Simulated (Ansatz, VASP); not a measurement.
**Ag: VASP beside Ansatz**

```
Ag
1.0
     2.93427    0.00000    0.00000
    -1.46713    2.54115    0.00000
     0.38330    0.00000    9.58260
Ag
4
Direct
  0.00000 0.00000 0.00000
  0.00000 0.00000 0.50000
  0.33128 0.66255 0.25000
  0.66872 0.33745 0.75000
```

Change from the starting cell: shear of c along a, cell held, atoms relaxed: +4.0 %.

Alike in both runs: functional PBE; k mesh 24 × 24 × 6; occupations gaussian, width 0.1 eV; no spin polarisation.

Ansatz relaxed the structure, and its values are those at the end. VASP's run is a single point on that final structure, the one shown.

|  | VASP | Ansatz |
| --- | --- | --- |
| version | VASP 6.6.1 | Ansatz 0.2.0 |
| potentials or method | VASP PAW PBE potentials, release 64 (Ag), cutoff 520 eV | scalar-relativistic, plane waves, PAW |
| valence electrons in the cell | 44 | 76 |

|  | VASP | Ansatz | Ansatz less VASP |
| --- | --- | --- | --- |
| gap on the k mesh at the Fermi level (eV) | none | none | - |
| pressure (GPa) | -0.1 | 0.0 | +0.08 |

A gap of «none» marks a metal or a gap that the smearing closes. VASP's potentials hold 44 valence electrons a cell and Ansatz's 76, so a difference there can come from the potentials and not from the codes. Ansatz's warnings: stress scf threshold loose.
